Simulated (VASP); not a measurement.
# Sn (I4_1/amd) in VASP: single point with LDA

Aim: the single point of Sn with LDA.

Everything below comes from runs of VASP 6.6.1. Logs are shortened: lines on timing, memory, paths and dates and some standing lists are left out, and cuts for length are marked.

## Step 1: The cell of the first run

The structure is tetragonal, space group I4_1/amd (No. 141). Conventional cell: a = 5.787 Å, b = 5.787 Å, c = 3.125 Å, α = 90.00°, β = 90.00°, γ = 90.00°. Within 3.9 Å of Sn (site symmetry -4m2) lie 10 Sn at 3.00 to 3.72 Å.

## Step 2: Single point, LDA

Contents of INCAR:

```
SYSTEM = Sn
PREC = Accurate
ENCUT = 520
EDIFF = 1E-7
ISMEAR = 0
SIGMA = 0.05
LREAL = .FALSE.
LASPH = .TRUE.
NELM = 80
ALGO = Normal
ISIF = 2
LWAVE = .FALSE.
LCHARG = .TRUE.
GGA = CA
LELF = .TRUE.
LVHAR = .TRUE.
NBANDS = 21
```

Contents of KPOINTS:

```
regular mesh
0
G
  16 16 16
  0 0 0
```

Contents of POSCAR:

```
Sn
1.0
   -2.8935485487      2.8935485487      1.5623096961
    2.8935485487     -2.8935485487      1.5623096961
    2.8935485487      2.8935485487     -1.5623096961
Sn
2
Direct
    0.7500000000      0.2500000000      0.5000000000
    0.0000000000      0.0000000000      0.0000000000
```

Potentials or basis: VASP PAW LDA potentials, release 64 (Sn_d).

The run is started by

```sh
$ cat potpaw_LDA.64/Sn_d/POTCAR > POTCAR
$ mpirun -np 1 vasp_std > vasp.out
```

OUTCAR:

```text
SYSTEM = Sn
   PREC = Accurate
   ENCUT = 520
   EDIFF = 1E-7
   ISMEAR = 0
   LREAL = .FALSE.
   LASPH = .TRUE.
   NELM = 80
   ISIF = 2
   GGA = CA

 ion  position               nearest neighbor table
   1  0.750  0.250  0.500-   2 3.00   2 3.00   2 3.00   2 3.00   2 3.72   2 3.72   2 3.72   2 3.72

   2  0.000  0.000  0.000-   1 3.00   1 3.00   1 3.00   1 3.00   1 3.72   1 3.72   1 3.72   1 3.72

  LATTYP: Found a body centered tetragonal cell.
 ALAT       =     5.7870970974
 C/A-ratio  =     0.5399286274

  Lattice vectors:

 A1 = (  -2.8935485487,   2.8935485487,   1.5623096961)
 A2 = (   2.8935485487,  -2.8935485487,   1.5623096961)
 A3 = (   2.8935485487,   2.8935485487,  -1.5623096961)

Analysis of symmetry for initial positions (statically):
=====================================================================
 Subroutine PRICEL returns:
 Original cell was already a primitive cell.

 Routine SETGRP: Setting up the symmetry group for a
 body centered tetragonal supercell.

 Subroutine GETGRP returns: Found 16 space group operations
 (whereof  8 operations were pure point group operations)
 out of a pool of 16 trial point group operations.

The static configuration has the point symmetry D_2d.
 The point group associated with its full space group is D_4h.

Analysis of symmetry for dynamics (positions and initial velocities):
=====================================================================
 Subroutine PRICEL returns:
 Original cell was already a primitive cell.

 Routine SETGRP: Setting up the symmetry group for a
 body centered tetragonal supercell.

 Subroutine GETGRP returns: Found 16 space group operations
 (whereof  8 operations were pure point group operations)
 out of a pool of 16 trial point group operations.

The dynamic configuration has the point symmetry D_2d.
 The point group associated with its full space group is D_4h.

 Subroutine INISYM returns: Found 16 space group operations
 (whereof  8 operations are pure point group operations),
 and found     1 'primitive' translations

----------------------------------------------------------------------------------------

                                     Primitive cell

  volume of cell :      52.3225

  direct lattice vectors                    reciprocal lattice vectors
    -2.893548549  2.893548549  1.562309696     0.000000000  0.172798207  0.320038979
     2.893548549 -2.893548549  1.562309696     0.172798207  0.000000000  0.320038979
     2.893548549  2.893548549 -1.562309696     0.172798207  0.172798207  0.000000000

  length of vectors
     4.380189265  4.380189265  4.380189265     0.363708906  0.363708906  0.244373567

  position of ions in fractional coordinates (direct lattice)
     0.750000000  0.250000000  0.500000000
     0.000000000  0.000000000  0.000000000

  ion indices of the primitive-cell ions
   primitive index   ion index
                 1           1
                 2           2

----------------------------------------------------------------------------------------

 KPOINTS: regular mesh

Automatic generation of k-mesh.
 Grid dimensions read from file:
 generate k-points for:   16   16   16

 Generating k-lattice:

  Cartesian coordinates                     Fractional coordinates (reciprocal lattice)
     0.000000000  0.010799888  0.020002436     0.062500000  0.000000000 -0.000000000
     0.010799888  0.000000000  0.020002436     0.000000000  0.062500000 -0.000000000
     0.010799888  0.010799888  0.000000000     0.000000000  0.000000000  0.062500000

  Length of vectors
     0.022731807  0.022731807  0.015273348

  Shift w.r.t. Gamma in fractional coordinates (k-lattice)
     0.000000000  0.000000000  0.000000000

 Subroutine IBZKPT returns following result:
 ===========================================

 Found    349 irreducible k-points:

 Following reciprocal coordinates:
            Coordinates               Weight
  0.000000  0.000000  0.000000      1.000000
  0.062500  0.000000  0.000000      8.000000
  0.125000  0.000000  0.000000      8.000000
  0.187500  0.000000 -0.000000      8.000000
  0.250000  0.000000  0.000000      8.000000
  0.312500  0.000000  0.000000      8.000000
[... 16 lines left out ...]
 -0.125000  0.062500  0.000000     16.000000
 -0.062500  0.062500  0.000000      4.000000
 [... further k-points ...]
   k-points           NKPTS =    349   k-points in BZ     NKDIM =    349   number of bands    NBANDS=     21
   number of dos      NEDOS =    301   number of ions     NIONS =      2
   total plane-waves  NPLWV =  46656
   dimension x,y,z NGX =    36 NGY =   36 NGZ =   36
   dimension x,y,z NGXF=    72 NGYF=   72 NGZF=   72
   ions per type =               2
   NGX,Y,Z   is equivalent  to a cutoff of  13.66, 13.66, 13.66 a.u.
   NGXF,Y,Z  is equivalent  to a cutoff of  27.33, 27.33, 27.33 a.u.
 SYSTEM =  Sn
   PREC   = accura    normal or accurate (medium, high low for compatibility)
   ISTART =      0    job   : 0-new  1-cont  2-samecut
   ICHARG =      2    charge: 1-file 2-atom 10-const
   ISPIN  =      1    spin polarized calculation?
   LNONCOLLINEAR =      F non collinear calculations
   LSORBIT =      F    spin-orbit coupling
   LASPH  =      T    aspherical Exc in radial PAW
   ENCUT  =  520.0 eV  38.22 Ry    6.18 a.u.   8.14  8.14  8.14*2*pi/ulx,y,z
   NELM   =     80;   NELMIN=  2; NELMDL= -5     # of ELM steps
   EDIFF  = 0.1E-06   stopping-criterion for ELM
   LREAL  =      F    real-space projection
   EDIFFG = 0.1E-05   stopping-criterion for IOM
   NSW    =      0    number of steps for IOM
   IBRION =     -1    ionic relax: 0-MD 1-quasi-New 2-CG
   NFREE  =      0    steps in history (QN), initial steepest desc. (CG)
   ISIF   =      2    stress and relaxation
   ISYM   =      2    0-nonsym 1-usesym 2-fastsym
   POTIM  = 0.5000    time-step for ionic-motion
   TEBEG  =    0.0;   TEEND  =   0.0 temperature during run
   PSTRESS=    0.0 pullay stress
   NELECT =      28.0000    total number of electrons
   NUPDOWN=      -1.0000    fix difference up-down
   EMIN   =  10.00;   EMAX   =-10.00  energy-range for DOS
   EFERMI =   0.00;   METHOD = LEGACY
   ISMEAR =     0;   SIGMA  =   0.05  broadening in eV -4-tet -1-fermi 0-gaus
   EFERMI_NEDOS =   21; number of points for ismear=-14 and -15
   IALGO  =     38    algorithm
   IMIX   =      4    mixing-type and parameters
     AMIX     =   0.40;   BMIX     =  1.00
     AMIX_MAG =   1.60;   BMIX_MAG =  1.00
  volume/ion in A,a.u.               =      26.16       176.54
  Fermi-wavevector in a.u.,A,eV,Ry     =   1.329121  2.511675 24.035555  1.766563
  Thomas-Fermi vector in A             =   2.458307
   LORBIT       =      0    0 simple, 1 ext, 2 COOP (PROOUT), +10 PAW based schemes
   GGA     = CA    functional components
   LHFCALC =     F    Hartree Fock is set to
   AEXX    =    0.0000 exact exchange contribution
   IVDW    =     0    specifies the selected vdW correction
   LEPSILON=     F    determine dielectric tensor
   LRPA    =     F    only Hartree local field effects (RPA)
 non-spin polarized calculation
 Gauss-broadening in eV      SIGMA  =   0.05
  energy-cutoff  :      520.00
  volume of cell :       52.32
 maximum number of plane-waves:      1428
 NGX is ok and might be reduce to    36
   NGX = 17   NGY = 17   NGZ = 17

 number of electron      28.0000010 magnetization

 Free energy of the ion-electron system (eV)
  ---------------------------------------------------
  ext. energy  EPLUGINS =         0.00000000
  ---------------------------------------------------
  free energy    TOTEN  =        -8.98260132 eV

  energy without entropy =       -8.98143506  energy(sigma->0) =       -8.98201819

 E-fermi :   8.1733     XC(G=0): -10.7202

 val. band max:        8.1733244929   @ k =  -0.2500   0.1250   0.0000
 cond. band min:       8.1893660641   @ k =   0.4375   0.3750   0.0000
 fundamental gap:      0.0160415712
 Fermi energy:         8.1733255474

 k-point     1 :       0.0000    0.0000    0.0000
  band No.  band energies     occupation
      1     -13.4464      2.00000
      2     -13.3600      2.00000
      3     -13.3072      2.00000
      4     -13.3011      2.00000
      5     -13.1176      2.00000
      6     -13.1176      2.00000
[... 13 lines left out ...]
     20      18.1954      0.00000
     21      18.9074      0.00000

 k-point     2 :       0.0625    0.0000    0.0000
  band No.  band energies     occupation
      1     -13.4437      2.00000
      2     -13.3504      2.00000
      3     -13.3039      2.00000
      4     -13.2897      2.00000
      5     -13.1251      2.00000
      6     -13.1245      2.00000
[... 13 lines left out ...]
     20      18.1169      0.00000
     21      18.3158      0.00000

 k-point     3 :       0.1250    0.0000    0.0000
  band No.  band energies     occupation
      1     -13.4354      2.00000
      2     -13.3240      2.00000
      3     -13.2945      2.00000
      4     -13.2595      2.00000
      5     -13.1422      2.00000
      6     -13.1360      2.00000
[... 13 lines left out ...]
     20      17.1057      0.00000
     21      17.1578      0.00000

 k-point     4 :       0.1875    0.0000   -0.0000
  band No.  band energies     occupation
      1     -13.4219      2.00000
      2     -13.2877      2.00000
      3     -13.2804      2.00000
      4     -13.2238      2.00000
      5     -13.1640      2.00000
      6     -13.1398      2.00000
[... 13 lines left out ...]
     20      16.2174      0.00000
     21      16.6848      0.00000

 k-point     5 :       0.2500    0.0000    0.0000
  band No.  band energies     occupation
      1     -13.4056      2.00000
      2     -13.2646      2.00000
      3     -13.2559      2.00000
      4     -13.2087      2.00000
      5     -13.1861      2.00000
      6     -13.1375      2.00000
[... 13 lines left out ...]
     20      15.5362      0.00000
     21      16.9139      0.00000
[... 382 lines left out ...]
     20      16.5375      0.00000
     21      16.6959      0.00000

 k-point    22 :      -0.1875    0.0625    0.0000
  band No.  band energies     occupation
      1     -13.4254      2.00000
      2     -13.3262      2.00000
      3     -13.2861      2.00000
      4     -13.2676      2.00000
      5     -13.1415      2.00000
      6     -13.1291      2.00000
[... 13 lines left out ...]
     20      17.1672      0.00000
     21      17.4694      0.00000

 k-point    23 :      -0.1250    0.0625    0.0000
  band No.  band energies     occupation
      1     -13.4366      2.00000
      2     -13.3516      2.00000
      3     -13.2980      2.00000
      4     -13.2942      2.00000
      5     -13.1266      2.00000
      6     -13.1205      2.00000
[... 13 lines left out ...]
     20      18.2137      0.00000
     21      18.4507      0.00000

 k-point    24 :      -0.0625    0.0625    0.0000
  band No.  band energies     occupation
      1     -13.4428      2.00000
      2     -13.3606      2.00000
      3     -13.3042      2.00000
      4     -13.3032      2.00000
      5     -13.1194      2.00000
      6     -13.1158      2.00000
[... 13 lines left out ...]
     20      18.4431      0.00000
     21      18.9246      0.00000

 [... further k-points ...]
[... 5 lines left out ...]
  --------------------------------------------------------------------------------------
  -------------------------------------------------------------------------------------
  Total        0.0057377      0.0057377     -0.0189762      0.0000000      0.0000000      0.0000000
  in kB        0.1756950      0.1756950     -0.5810737      0.0000000      0.0000000      0.0000000
  external PRESSURE =      -0.0765612 kB  Pullay stress =       0.0000000 kB

 VOLUME and BASIS-vectors are now :
 -----------------------------------------------------------------------------
  energy-cutoff  :      520.00
  volume of cell :       52.32
      direct lattice vectors                 reciprocal lattice vectors
    -2.893548549  2.893548549  1.562309696     0.000000000  0.172798207  0.320038979
     2.893548549 -2.893548549  1.562309696     0.172798207  0.000000000  0.320038979
     2.893548549  2.893548549 -1.562309696     0.172798207  0.172798207  0.000000000

 POSITION                                       TOTAL-FORCE (eV/Angst)
 -----------------------------------------------------------------------------------
      0.00000      2.89355      0.78115        -0.000000      0.000000     -0.000000
      0.00000      0.00000      0.00000         0.000000     -0.000000      0.000000
 -----------------------------------------------------------------------------------
    total drift:                               -0.000000      0.000000     -0.000000

  FREE ENERGIE OF THE ION-ELECTRON SYSTEM (eV)
  ---------------------------------------------------
  free  energy   TOTEN  =        -8.9826013196 eV

  energy  without entropy=       -8.9814350621  energy(sigma->0) =       -8.98201819
```

Wall time 2.6 min (1 thread of Intel Xeon 6975P-C (Granite Rapids), shared host); peak memory 0.39 GiB.

Results:

```
Free energy            : -8.9826 eV
Pressure               : 0.0 GPa
Band gap on the k mesh : zero (band 14 reaches 9.82 eV, above the bottom of band 15 at 5.39 eV)
```

Levels at points of the mesh, in eV from the Fermi level:
| k point | band 11 | band 12 | band 13 | band 14 | band 15 | band 16 | band 17 | band 18 |
| --- | --- | --- | --- | --- | --- | --- | --- | --- |
| (0.00, 0.00, 0.00) | -11.44 | -3.73 | -2.12 | -2.12 | 2.98 | 6.25 | 6.25 | 7.15 |
| (0.50, 0.00, 0.00) | -7.00 | -5.52 | -2.36 | -1.83 | -1.18 | 2.28 | 2.88 | 4.81 |
| (0.50, 0.50, 0.00) | -9.15 | -9.15 | 0.54 | 0.54 | 1.55 | 1.55 | 6.25 | 6.25 |
| (0.50, 0.50, 0.50) | -7.75 | -7.75 | -5.01 | -5.01 | 5.30 | 5.30 | 9.49 | 9.49 |

Caveat: spin-orbit coupling is left out, which moves the levels of the heavy elements.
